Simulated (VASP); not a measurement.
# TlBr (Pm-3m) in VASP: a series of runs, part 2 of 2

VASP 6.6.1. The steps go on from the part before.

## 3. Single point, PBEsol

This run uses another cell than the first one, of 24.26 Å³/atom, 1.062 times its volume.

File INCAR:

```
ALGO     = Normal         # electronic algorithm
EDIFF    = 1E-6           # SCF threshold, eV
ENCUT    = 500            # plane-wave cutoff, eV
GGA      = PS             # functional
GGA_COMPAT= False        
ISIF     = 2              # what is computed and relaxed
ISMEAR   = 0              # smearing method
LASPH    = True           # aspherical terms in the spheres
LCHARG   = False          # write CHGCAR
LREAL    = False          # projectors in reciprocal space
LWAVE    = False          # write WAVECAR
NBANDS   = 17             # bands
NELM     = 120            # most SCF steps
PREC     = Accurate       # precision mode
SIGMA    = 0.01           # smearing width, eV
```

File KPOINTS:

```
k-points
0
Gamma
  6 6 6
```

File POSCAR:

```
TlBr
1.0
    3.6473273394      0.0000000000      0.0000000000
    0.0000000000      3.6473273394      0.0000000000
    0.0000000000      0.0000000000      3.6473273394
Tl Br
1 1
Direct
    0.0000000000      0.0000000000      0.0000000000
    0.5000000000      0.5000000000      0.5000000000
```

Potentials or basis: VASP PAW PBE potentials, release 64 (Tl_d, Br).

Run with:

```sh
$ cat potpaw_PBE.64/Tl_d/POTCAR potpaw_PBE.64/Br/POTCAR > POTCAR
$ mpirun -np 1 vasp_std > vasp.out
```

OUTCAR:

```text
EDIFF = 1E-6
   ENCUT = 500
   GGA = PS
   ISIF = 2
   ISMEAR = 0
   LASPH = True
   LREAL = False
   NELM = 120
   PREC = Accurate

 ion  position               nearest neighbor table
   1  0.000  0.000  0.000-   2 3.16   2 3.16   2 3.16   2 3.16   2 3.16   2 3.16   2 3.16   2 3.16

   2  0.500  0.500  0.500-   1 3.16   1 3.16   1 3.16   1 3.16   1 3.16   1 3.16   1 3.16   1 3.16

  LATTYP: Found a simple cubic cell.
 ALAT       =     3.6473273394

  Lattice vectors:

[... 581 lines left out ...]
------------------------ aborting loop because EDIFF is reached ----------------------------------------

  FORCE on cell =-STRESS in cart. coord.  units (eV):
  Direction    XX          YY          ZZ          XY          YZ          ZX
  --------------------------------------------------------------------------------------
  -------------------------------------------------------------------------------------
  Total        3.0179406      3.0179406      3.0179406      0.0000000      0.0000000     -0.0000000
  in kB       99.6545283     99.6545283     99.6545283      0.0000000      0.0000000     -0.0000000
  external PRESSURE =      99.6545283 kB  Pullay stress =       0.0000000 kB

 VOLUME and BASIS-vectors are now :
 -----------------------------------------------------------------------------
  energy-cutoff  :      500.00
  volume of cell :       48.52
      direct lattice vectors                 reciprocal lattice vectors
     3.647327339  0.000000000  0.000000000     0.274173362  0.000000000  0.000000000
     0.000000000  3.647327339  0.000000000     0.000000000  0.274173362  0.000000000
     0.000000000  0.000000000  3.647327339     0.000000000  0.000000000  0.274173362

 POSITION                                       TOTAL-FORCE (eV/Angst)
 -----------------------------------------------------------------------------------
      0.00000      0.00000      0.00000         0.000000      0.000000      0.000000
      1.82366      1.82366      1.82366         0.000000      0.000000      0.000000
 -----------------------------------------------------------------------------------
    total drift:                               -0.000000      0.000000      0.000000

  FREE ENERGIE OF THE ION-ELECTRON SYSTEM (eV)
  ---------------------------------------------------
  free  energy   TOTEN  =        -5.7409060014 eV

  energy  without entropy=       -5.7409060014  energy(sigma->0) =       -5.74090600
```

Run time: 5.9 s. Hardware: 1 thread of Intel Xeon 6975P-C (Granite Rapids), shared host; peak memory 0.16 GiB.

Results:

* Free energy: -5.7409 eV
* Pressure: 10.0 GPa
* Band gap on the k mesh: 0.57 eV, indirect (least direct gap 0.87 eV)

Levels at points of the mesh, in eV from the valence-band top:
```
           k point  band 7  band 8  band 9  band 10  band 11  band 12  band 13  band 14
(0.00, 0.00, 0.00)   -5.53   -2.75   -2.75    -2.75     5.87     5.87     8.02     8.02
(0.50, 0.00, 0.00)   -7.66   -1.84   -1.84     0.00     0.87     5.27     5.27     6.54
(0.50, 0.50, 0.00)   -5.21   -5.21   -4.69    -1.81     4.89     4.89     7.18     7.98
(0.50, 0.50, 0.50)   -3.46   -3.46   -3.46    -2.93     0.57     0.57     0.57    14.27
```

Caveat: the PAW data sets were made with another functional, which shifts forces and pressure a little; spin-orbit coupling is left out, which moves the levels of the heavy elements.

## 4. Single point, PBEsol

This run uses another cell than the first one, of 25.38 Å³/atom, 1.111 times its volume.

File INCAR:

```
PREC = Accurate
ENCUT = 500
EDIFF = 1E-6
ISMEAR = 0
SIGMA = 0.01
LREAL = False
LASPH = True
NELM = 120
ALGO = Normal
ISIF = 2
LWAVE = False
LCHARG = False
GGA = PS
NBANDS = 17
GGA_COMPAT = False
```

File KPOINTS:

```
Automatic mesh
0
Gamma
  6 6 6
```

File POSCAR:

```
TlBr
1.0
    3.7026696143      0.0000000000      0.0000000000
    0.0000000000      3.7026696143      0.0000000000
    0.0000000000      0.0000000000      3.7026696143
Tl Br
1 1
Direct
    0.0000000000      0.0000000000      0.0000000000
    0.5000000000      0.5000000000      0.5000000000
```

Potentials or basis: VASP PAW PBE potentials, release 64 (Tl_d, Br).

Run with:

```sh
$ cat potpaw_PBE.64/Tl_d/POTCAR potpaw_PBE.64/Br/POTCAR > POTCAR
$ mpirun -np 1 vasp_std > vasp.out
```

OUTCAR:

```text
PREC = Accurate
   ENCUT = 500
   EDIFF = 1E-6
   ISMEAR = 0
   LREAL = False
   LASPH = True
   NELM = 120
   ISIF = 2
   GGA = PS

 ion  position               nearest neighbor table
   1  0.000  0.000  0.000-   2 3.21   2 3.21   2 3.21   2 3.21   2 3.21   2 3.21   2 3.21   2 3.21

   2  0.500  0.500  0.500-   1 3.21   1 3.21   1 3.21   1 3.21   1 3.21   1 3.21   1 3.21   1 3.21

  LATTYP: Found a simple cubic cell.
 ALAT       =     3.7026696143

  Lattice vectors:

[... 581 lines left out ...]
------------------------ aborting loop because EDIFF is reached ----------------------------------------

  FORCE on cell =-STRESS in cart. coord.  units (eV):
  Direction    XX          YY          ZZ          XY          YZ          ZX
  --------------------------------------------------------------------------------------
  -------------------------------------------------------------------------------------
  Total        2.2105372      2.2105372      2.2105372      0.0000000      0.0000000      0.0000000
  in kB       69.7691645     69.7691645     69.7691645      0.0000000      0.0000000      0.0000000
  external PRESSURE =      69.7691645 kB  Pullay stress =       0.0000000 kB

 VOLUME and BASIS-vectors are now :
 -----------------------------------------------------------------------------
  energy-cutoff  :      500.00
  volume of cell :       50.76
      direct lattice vectors                 reciprocal lattice vectors
     3.702669614  0.000000000  0.000000000     0.270075406  0.000000000  0.000000000
     0.000000000  3.702669614  0.000000000     0.000000000  0.270075406  0.000000000
     0.000000000  0.000000000  3.702669614     0.000000000  0.000000000  0.270075406

 POSITION                                       TOTAL-FORCE (eV/Angst)
 -----------------------------------------------------------------------------------
      0.00000      0.00000      0.00000         0.000000      0.000000      0.000000
      1.85133      1.85133      1.85133         0.000000      0.000000      0.000000
 -----------------------------------------------------------------------------------
    total drift:                               -0.000000      0.000000      0.000000

  FREE ENERGIE OF THE ION-ELECTRON SYSTEM (eV)
  ---------------------------------------------------
  free  energy   TOTEN  =        -5.8593605618 eV

  energy  without entropy=       -5.8593605618  energy(sigma->0) =       -5.85936056
```

OSZICAR:

```text
N       E                     dE             d eps       ncg     rms          rms(c)
DAV:   1     0.983364588665E+02    0.98336E+02   -0.10004E+04   688   0.103E+03
DAV:   2    -0.275374106170E+01   -0.10109E+03   -0.98480E+02   852   0.232E+02
DAV:   3    -0.598260719018E+01   -0.32289E+01   -0.32201E+01   814   0.365E+01
DAV:   4    -0.600089377091E+01   -0.18287E-01   -0.18284E-01   875   0.309E+00
DAV:   5    -0.600103965670E+01   -0.14589E-03   -0.14588E-03   816   0.275E-01    0.501E+00
DAV:   6    -0.587175399919E+01    0.12929E+00   -0.20237E-01   752   0.276E+00    0.298E+00
DAV:   7    -0.586000323412E+01    0.11751E-01   -0.70697E-02   789   0.143E+00    0.112E+00
DAV:   8    -0.585942474337E+01    0.57849E-03   -0.88068E-03   796   0.657E-01    0.128E-01
DAV:   9    -0.585934131403E+01    0.83429E-04   -0.48622E-04   760   0.163E-01    0.379E-02
DAV:  10    -0.585936056673E+01   -0.19253E-04   -0.61181E-05   819   0.441E-02    0.128E-02
DAV:  11    -0.585936072971E+01   -0.16298E-06   -0.16585E-05   771   0.301E-02    0.590E-03
DAV:  12    -0.585936056183E+01    0.16788E-06   -0.17960E-06   640   0.845E-03
   1 F= -.58593606E+01 E0= -.58593606E+01  d E =-.904221E-14
```

stdout:

```text
POSCAR found type information on POSCAR TlBr
 POSCAR found :  2 types and       2 ions
 scaLAPACK will be used
 -----------------------------------------------------------------------------
|                                                                             |
|                                                                             |
|     You enforced a specific xc type in the INCAR file but a different       |
|     I HOPE YOU KNOW WHAT YOU ARE DOING!                                     |
|                                                                             |
 -----------------------------------------------------------------------------

 LDA part: xc-table for (Slater+PW92), standard interpolation
 POSCAR, INCAR and KPOINTS ok, starting setup
 FFT: planning ... GRIDC
 FFT: planning ... GRID_SOFT
 FFT: planning ... GRID
 WAVECAR not read
 entering main loop
```

Wall time 6.4 s (1 thread of Intel Xeon 6975P-C (Granite Rapids), shared host); peak memory 0.16 GiB.

What came out:

* Free energy: -5.8594 eV
* Pressure: 7.0 GPa
* Band gap on the k mesh: 0.88 eV, indirect (least direct gap 1.04 eV)

Caveat: the PAW data sets were made with another functional, which shifts forces and pressure a little; spin-orbit coupling is left out, which moves the levels of the heavy elements. A hybrid or GW would open this gap; PBEsol tends to underestimate it.

## 5. The runs side by side

```tsv
cell	gap on the mesh (eV)	pressure (GPa)
a = 3.575 Å, 2 atoms	0.14	15.0
a = 3.647 Å, 2 atoms	0.57	10.0
a = 3.703 Å, 2 atoms	0.88	7.0
```

Alike in all rows: task single point; level PBEsol; potentials or basis VASP PAW PBE potentials, release 64 (Tl_d, Br); no spin polarisation; k mesh 6 × 6 × 6; cutoff (eV) 500; smearing gaussian 0.01 eV.

Caveats: the PAW data sets were made with another functional, which shifts forces and pressure a little; spin-orbit coupling is left out, which moves the levels of the heavy elements.

Total energies depend on the potentials used, so only differences within one code and one set of settings carry meaning.
